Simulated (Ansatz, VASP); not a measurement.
**HPt6 in VASP and in Ansatz**

```xyz
14
Lattice="5.6143 0.0000 0.0000 -2.8072 4.8622 0.0000 0.0000 0.0000 22.6193" Properties=species:S:1:pos:R:3 pbc="T T T"
Pt    1.4036    0.8104    4.0000
Pt    0.0000    3.2414    4.0000
Pt    4.2107    0.8104    4.0000
Pt    2.8072    3.2414    4.0000
Pt    0.0000    1.6207    6.3097
Pt   -1.4036    4.0518    6.3097
Pt    2.8072    1.6207    6.3097
Pt    1.4036    4.0518    6.3097
Pt    0.0000    0.0000    8.6193
Pt   -1.4036    2.4311    8.6193
Pt    2.8072    0.0000    8.6193
Pt    1.4036    2.4311    8.6193
H     0.0000    1.6836   10.3493
H     0.0000    3.1786   10.3493
```

Alike in both runs: task single point; functional PBE; k mesh 6 × 6 × 1; occupations gaussian, width 0.1 eV; no spin polarisation.

```csv
,VASP,Ansatz
version,VASP 6.6.1,Ansatz 0.2.0
potentials or method,"VASP PAW PBE potentials, release 64 (Pt, H), cutoff 520 eV","scalar-relativistic, plane waves, PAW"
valence electrons in the cell,122,218
```

|  | VASP | Ansatz | Ansatz less VASP |
| --- | --- | --- | --- |
| gap on the k mesh at the Fermi level (eV) | none | none | - |
| rms of the force components (eV/Å) | 0.449 | 0.451 | +0.0025 |
| work function, face that differs most (eV) | 5.77 | 5.78 | +0.003 |

Atom by atom the forces differ by 0.008 eV/Å (rms over components). A gap of «none» marks a metal or a gap that the smearing closes. With one functional, cell and mesh, what is left measures potentials, basis and numerics. VASP's potentials hold 122 valence electrons a cell and Ansatz's 218, so a difference there can come from the potentials and not from the codes.

Spin-orbit coupling is off throughout.
